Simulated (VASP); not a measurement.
# ZrTaN (P4/mmm) in VASP: a series of runs

ZrTaN is run at these levels: PBE; tasks: single point.

All numbers are computed with VASP 6.6.1; they aren't measurements. Logs are shortened: lines on timing, memory, paths and dates and some standing lists are left out, and cuts for length are marked.

### 1 The cell of the first run

It takes space group P4/mmm (No. 123, tetragonal). Conventional cell: a = 2.974 Å, b = 2.974 Å, c = 6.040 Å, α = 90.00°, β = 90.00°, γ = 90.00°. Within 3.9 Å of Zr (site symmetry 4/mmm) lie 4 Zr at 2.97 Å and 2 Ta at 3.02 Å and 8 N at 3.68 Å. Ta (site symmetry 4/mmm) has 4 N at 2.10 Å within 2.8 Å. N (site symmetry 4/mmm) has 4 Ta at 2.10 Å within 2.8 Å.

### 2 Single point, PBE

INCAR reads:

```
SYSTEM = ZrTaN
ALGO = Normal ; EDIFF = 1E-7
ENCUT = 520 ; GGA = PE
ISIF = 2 ; ISMEAR = 0
LASPH = .True. ; LCHARG = .True.
LELF = .True. ; LREAL = .False.
LVHAR = .True. ; LWAVE = .False.
NBANDS = 21 ; NELM = 60
PREC = Accurate ; SIGMA = 0.1
```

KPOINTS reads:

```
k-points
0
Gamma
  6 6 4
  0 0 0
```

POSCAR reads:

```
ZrTaN
1.0
    2.1030064437     -2.1030504944      0.0000000000
    2.1030064437      2.1030504944      0.0000000000
    0.0000000000      0.0000000000      6.0402662721
Zr Ta N
1 1 1
Direct
    0.0000000000      0.0000000000      0.0000000000
    0.0000000000      0.0000000000      0.5000000000
    0.5000000000      0.5000000000      0.5000000000
```

Potentials or basis: VASP PAW PBE potentials, release 64 (Zr_sv, Ta_pv, N).

The run is started by

```sh
cat potpaw_PBE.64/Zr_sv/POTCAR potpaw_PBE.64/Ta_pv/POTCAR potpaw_PBE.64/N/POTCAR > POTCAR
mpirun -np 1 vasp_std > vasp.out
```

OUTCAR:

```text
SYSTEM = ZrTaN
   EDIFF = 1E-7
   ENCUT = 520
   GGA = PE
   ISIF = 2
   ISMEAR = 0
   LASPH = .True.
   LREAL = .False.
   NELM = 60
   PREC = Accurate

 ion  position               nearest neighbor table
   1  0.000  0.000  0.000-   2 3.02   2 3.02
   2  0.000  0.000  0.500-   3 2.10   3 2.10   3 2.10   3 2.10   1 3.02   1 3.02
   3  0.500  0.500  0.500-   2 2.10   2 2.10   2 2.10   2 2.10

  LATTYP: Found a base centered orthorhombic cell.
 ALAT       =     4.2060128874
 B/A-ratio  =     1.0000209465
 C/A-ratio  =     1.4361026544

  Lattice vectors:

 A1 = (   2.1030064437,  -2.1030504944,   0.0000000000)
 A2 = (   2.1030064437,   2.1030504944,   0.0000000000)
 A3 = (   0.0000000000,   0.0000000000,   6.0402662721)

Analysis of symmetry for initial positions (statically):
=====================================================================
 Subroutine PRICEL returns:
 Original cell was already a primitive cell.

 Routine SETGRP: Setting up the symmetry group for a
 base centered orthorhombic supercell.

 Subroutine GETGRP returns: Found  8 space group operations
 (whereof  8 operations were pure point group operations)
 out of a pool of  8 trial point group operations.

The static configuration has the point symmetry D_2h.

Analysis of symmetry for dynamics (positions and initial velocities):
=====================================================================
 Subroutine PRICEL returns:
 Original cell was already a primitive cell.

 Routine SETGRP: Setting up the symmetry group for a
 base centered orthorhombic supercell.

 Subroutine GETGRP returns: Found  8 space group operations
 (whereof  8 operations were pure point group operations)
 out of a pool of  8 trial point group operations.

The dynamic configuration has the point symmetry D_2h.

 Subroutine INISYM returns: Found  8 space group operations
 (whereof  8 operations are pure point group operations),
 and found     1 'primitive' translations

----------------------------------------------------------------------------------------

                                     Primitive cell

  volume of cell :      53.4289

  direct lattice vectors                    reciprocal lattice vectors
     2.103006444 -2.103050494  0.000000000     0.237754859 -0.237749879  0.000000000
     2.103006444  2.103050494  0.000000000     0.237754859  0.237749879  0.000000000
     0.000000000  0.000000000  6.040266272     0.000000000  0.000000000  0.165555615

  length of vectors
     2.974131383  2.974131383  6.040266272     0.336232624  0.336232624  0.165555615

  position of ions in fractional coordinates (direct lattice)
     0.000000000  0.000000000  0.000000000
     0.000000000  0.000000000  0.500000000
     0.500000000  0.500000000  0.500000000

  ion indices of the primitive-cell ions
   primitive index   ion index
                 1           1
                 2           2
                 3           3

----------------------------------------------------------------------------------------

 KPOINTS: k-points

Automatic generation of k-mesh.
 Grid dimensions read from file:
 generate k-points for:    6    6    4

 Generating k-lattice:

  Cartesian coordinates                     Fractional coordinates (reciprocal lattice)
     0.039625810 -0.039624980  0.000000000     0.166666667  0.000000000  0.000000000
     0.039625810  0.039624980  0.000000000     0.000000000  0.166666667  0.000000000
     0.000000000  0.000000000  0.041388904     0.000000000  0.000000000  0.250000000

  Length of vectors
     0.056038771  0.056038771  0.041388904

  Shift w.r.t. Gamma in fractional coordinates (k-lattice)
     0.000000000  0.000000000  0.000000000

 Subroutine IBZKPT returns following result:
 ===========================================

 Found     39 irreducible k-points:

 Following reciprocal coordinates:
            Coordinates               Weight
  0.000000  0.000000  0.000000      1.000000
  0.166667  0.000000  0.000000      4.000000
  0.333333  0.000000  0.000000      4.000000
  0.500000  0.000000  0.000000      2.000000
  0.166667  0.166667  0.000000      2.000000
  0.333333  0.166667  0.000000      4.000000
[... 16 lines left out ...]
  0.333333  0.333333  0.250000      4.000000
  0.500000  0.333333  0.250000      8.000000
 [... further k-points ...]
   k-points           NKPTS =     39   k-points in BZ     NKDIM =     39   number of bands    NBANDS=     21
   number of dos      NEDOS =    301   number of ions     NIONS =      3
   total plane-waves  NPLWV =  27648
   dimension x,y,z NGX =    24 NGY =   24 NGZ =   48
   dimension x,y,z NGXF=    48 NGYF=   48 NGZF=   96
   ions per type =               1   1   1
   NGX,Y,Z   is equivalent  to a cutoff of  13.42, 13.42, 13.21 a.u.
   NGXF,Y,Z  is equivalent  to a cutoff of  26.83, 26.83, 26.42 a.u.
 SYSTEM =  ZrTaN
   PREC   = accura    normal or accurate (medium, high low for compatibility)
   ISTART =      0    job   : 0-new  1-cont  2-samecut
   ICHARG =      2    charge: 1-file 2-atom 10-const
   ISPIN  =      1    spin polarized calculation?
   LNONCOLLINEAR =      F non collinear calculations
   LSORBIT =      F    spin-orbit coupling
   LASPH  =      T    aspherical Exc in radial PAW
   ENCUT  =  520.0 eV  38.22 Ry    6.18 a.u.   5.53  5.53 11.23*2*pi/ulx,y,z
   NELM   =     60;   NELMIN=  2; NELMDL= -5     # of ELM steps
   EDIFF  = 0.1E-06   stopping-criterion for ELM
   LREAL  =      F    real-space projection
   EDIFFG = 0.1E-05   stopping-criterion for IOM
   NSW    =      0    number of steps for IOM
   IBRION =     -1    ionic relax: 0-MD 1-quasi-New 2-CG
   NFREE  =      0    steps in history (QN), initial steepest desc. (CG)
   ISIF   =      2    stress and relaxation
   ISYM   =      2    0-nonsym 1-usesym 2-fastsym
   POTIM  = 0.5000    time-step for ionic-motion
   TEBEG  =    0.0;   TEEND  =   0.0 temperature during run
   PSTRESS=    0.0 pullay stress
   NELECT =      28.0000    total number of electrons
   NUPDOWN=      -1.0000    fix difference up-down
   EMIN   =  10.00;   EMAX   =-10.00  energy-range for DOS
   EFERMI =   0.00;   METHOD = LEGACY
   ISMEAR =     0;   SIGMA  =   0.10  broadening in eV -4-tet -1-fermi 0-gaus
   EFERMI_NEDOS =   21; number of points for ismear=-14 and -15
   IALGO  =     38    algorithm
   IMIX   =      4    mixing-type and parameters
     AMIX     =   0.40;   BMIX     =  1.00
     AMIX_MAG =   1.60;   BMIX_MAG =  1.00
  volume/ion in A,a.u.               =      17.81       120.19
  Fermi-wavevector in a.u.,A,eV,Ry     =   1.319883  2.494217 23.702583  1.742091
  Thomas-Fermi vector in A             =   2.449749
   LORBIT       =      0    0 simple, 1 ext, 2 COOP (PROOUT), +10 PAW based schemes
   GGA     = PE    functional components
   LHFCALC =     F    Hartree Fock is set to
   AEXX    =    0.0000 exact exchange contribution
   IVDW    =     0    specifies the selected vdW correction
   LEPSILON=     F    determine dielectric tensor
   LRPA    =     F    only Hartree local field effects (RPA)
 non-spin polarized calculation
 Gauss-broadening in eV      SIGMA  =   0.10
  energy-cutoff  :      520.00
  volume of cell :       53.43
 maximum number of plane-waves:      1458
 NGX is ok and might be reduce to    24
   NGX = 11   NGY = 11   NGZ = 23

 number of electron      28.0000000 magnetization

 Free energy of the ion-electron system (eV)
  ---------------------------------------------------
  ext. energy  EPLUGINS =         0.00000000
  ---------------------------------------------------
  free energy    TOTEN  =       -28.63538099 eV

  energy without entropy =      -28.62234057  energy(sigma->0) =      -28.62886078

 E-fermi :   6.7656     XC(G=0): -11.1738

 val. band max:        6.7640734398   @ k =   0.3333   0.0000   0.2500
 cond. band min:       6.7849688112   @ k =   0.5000   0.1667   0.0000
 fundamental gap:      0.0208953714
 Fermi energy:         6.7656247305

 k-point     1 :       0.0000    0.0000    0.0000
  band No.  band energies     occupation
      1     -42.0554      2.00000
      2     -28.2738      2.00000
      3     -28.2259      2.00000
      4     -28.2259      2.00000
      5     -20.1982      2.00000
      6     -19.5441      2.00000
[... 13 lines left out ...]
     20      11.0757      0.00000
     21      11.0758      0.00000

 k-point     2 :       0.1667    0.0000    0.0000
  band No.  band energies     occupation
      1     -42.0283      2.00000
      2     -28.4086      2.00000
      3     -28.2571      2.00000
      4     -28.2027      2.00000
      5     -20.1695      2.00000
      6     -19.7994      2.00000
[... 13 lines left out ...]
     20      11.1579      0.00000
     21      11.4058      0.00000

 k-point     3 :       0.3333    0.0000    0.0000
  band No.  band energies     occupation
      1     -41.9735      2.00000
      2     -28.7570      2.00000
      3     -28.2236      2.00000
      4     -28.1560      2.00000
      5     -20.2835      2.00000
      6     -20.1116      2.00000
[... 13 lines left out ...]
     20      11.2153      0.00000
     21      11.3288      0.00000

 k-point     4 :       0.5000    0.0000    0.0000
  band No.  band energies     occupation
      1     -41.9458      2.00000
      2     -28.9235      2.00000
      3     -28.2068      2.00000
      4     -28.1325      2.00000
      5     -20.5141      2.00000
      6     -20.0823      2.00000
[... 13 lines left out ...]
     20      10.5500      0.00000
     21      11.4178      0.00000

 k-point     5 :       0.1667    0.1667    0.0000
  band No.  band energies     occupation
      1     -42.0014      2.00000
      2     -28.3970      2.00000
      3     -28.3657      2.00000
      4     -28.2410      2.00000
      5     -20.1415      2.00000
      6     -19.7846      2.00000
[... 13 lines left out ...]
     20      10.3654      0.00000
     21      11.0689      0.00000
[... 382 lines left out ...]
     20      10.1385      0.00000
     21      10.3105      0.00000

 k-point    22 :      -0.1667    0.1667    0.2500
  band No.  band energies     occupation
      1     -42.0016      2.00000
      2     -28.3970      2.00000
      3     -28.3657      2.00000
      4     -28.2369      2.00000
      5     -20.1542      2.00000
      6     -19.7847      2.00000
[... 13 lines left out ...]
     20      10.1685      0.00000
     21      10.4995      0.00000

 k-point    23 :       0.3333    0.3333    0.2500
  band No.  band energies     occupation
      1     -41.8937      2.00000
      2     -28.6675      2.00000
      3     -28.6381      2.00000
      4     -28.1743      2.00000
      5     -20.1997      2.00000
      6     -20.1802      2.00000
[... 13 lines left out ...]
     20      10.6917      0.00000
     21      10.7661      0.00000

 k-point    24 :       0.5000    0.3333    0.2500
  band No.  band energies     occupation
      1     -41.8666      2.00000
      2     -28.8097      2.00000
      3     -28.6174      2.00000
      4     -28.1590      2.00000
      5     -20.4126      2.00000
      6     -20.1582      2.00000
[... 13 lines left out ...]
     20      11.6252      0.00000
     21      12.5881      0.00000

 [... further k-points ...]
[... 5 lines left out ...]
  --------------------------------------------------------------------------------------
  -------------------------------------------------------------------------------------
  Total        0.1313038      0.1295226      0.0103520     -0.0000000      0.0000000      0.0000000
  in kB        3.9374189      3.8840058      0.3104278     -0.0000000      0.0000000      0.0000000
  external PRESSURE =       2.7106175 kB  Pullay stress =       0.0000000 kB

 VOLUME and BASIS-vectors are now :
 -----------------------------------------------------------------------------
  energy-cutoff  :      520.00
  volume of cell :       53.43
      direct lattice vectors                 reciprocal lattice vectors
     2.103006444 -2.103050494  0.000000000     0.237754859 -0.237749879  0.000000000
     2.103006444  2.103050494  0.000000000     0.237754859  0.237749879  0.000000000
     0.000000000  0.000000000  6.040266272     0.000000000  0.000000000  0.165555615

 POSITION                                       TOTAL-FORCE (eV/Angst)
 -----------------------------------------------------------------------------------
      0.00000      0.00000      0.00000        -0.000000     -0.000000      0.000000
      0.00000      0.00000      3.02013        -0.000000     -0.000000      0.000000
      2.10301      0.00000      3.02013         0.000000      0.000000      0.000000
 -----------------------------------------------------------------------------------
    total drift:                                0.000000      0.000000     -0.000000

  FREE ENERGIE OF THE ION-ELECTRON SYSTEM (eV)
  ---------------------------------------------------
  free  energy   TOTEN  =       -28.6353809885 eV

  energy  without entropy=      -28.6223405650  energy(sigma->0) =      -28.62886078
```

It took 28 s on 1 thread of Intel Xeon Platinum 8488C (Sapphire Rapids), shared host; peak memory 0.2 GiB.

What came out:

```yaml
Free_energy: -28.6354 eV
Pressure: 0.3 GPa
Band_gap_on_the_k_mesh: zero (band 14 reaches 7.20 eV, above the bottom of band 15 at 5.47 eV)
```

Caveat: spin-orbit coupling is left out, which moves the levels of the heavy elements.

### 3 Single point, PBE

INCAR reads:

```
SYSTEM = ZrTaN
ALGO = Normal ; EDIFF = 1E-6
ENCUT = 600 ; GGA = PE
GGA_COMPAT = .False. ; ISIF = 2
ISMEAR = 0 ; LASPH = .True.
LCHARG = .True. ; LELF = .True.
LREAL = .False. ; LVHAR = .True.
LWAVE = .False. ; NBANDS = 22
NELM = 120 ; PREC = Accurate
SIGMA = 0.1
```

KPOINTS is that of step 2.

POSCAR is that of step 2.

Potentials or basis: VASP PAW PBE potentials, release 64 (Zr_sv, Ta_sv_GW, N).

The run is started by

```sh
cat potpaw_PBE.64/Zr_sv/POTCAR potpaw_PBE.64/Ta_sv_GW/POTCAR potpaw_PBE.64/N/POTCAR > POTCAR
mpirun -np 1 vasp_std > vasp.out
```

It took 29 s on 1 thread of Intel Xeon Platinum 8559C (Emerald Rapids), shared host; peak memory 0.22 GiB.

Results (log left out):

```yaml
Free_energy: -31.1514 eV
Pressure: 0.0 GPa
Band_gap_on_the_k_mesh: zero (band 15 reaches 8.89 eV, above the bottom of band 16 at 7.17 eV)
```

Stress tensor (GPa, compression positive):
```
 0.07  0.00  0.00
 0.00  0.07  0.00
 0.00  0.00 -0.08
```

Levels at points of the mesh, in eV from the Fermi level:
```
           k point  band 11  band 12  band 13  band 14  band 15  band 16  band 17  band 18  band 19  band 20
(0.00, 0.00, 0.00)    -4.55    -3.30    -2.68    -2.68    -2.15    -1.18     1.41     1.41     2.52     2.98
(0.50, 0.00, 0.00)    -6.40    -5.90    -2.46    -0.82    -0.01     1.36     2.07     2.61     3.17     3.66
(0.50, 0.50, 0.00)    -4.12    -2.98    -2.21    -2.21    -2.17    -1.29     1.98     1.98     5.38     5.57
(0.00, 0.00, 0.50)    -3.26    -2.69    -2.69    -2.33    -2.24    -1.26     0.68     1.95     1.95     2.52
(0.50, 0.00, 0.50)    -6.40    -5.67    -1.22    -1.20    -0.53     0.34     2.43     2.55     2.59     3.67
(0.50, 0.50, 0.50)    -4.18    -3.40    -1.57    -1.39    -1.39     0.23     0.23     0.69     1.73     5.39
```

Caveat: spin-orbit coupling is left out, which moves the levels of the heavy elements.
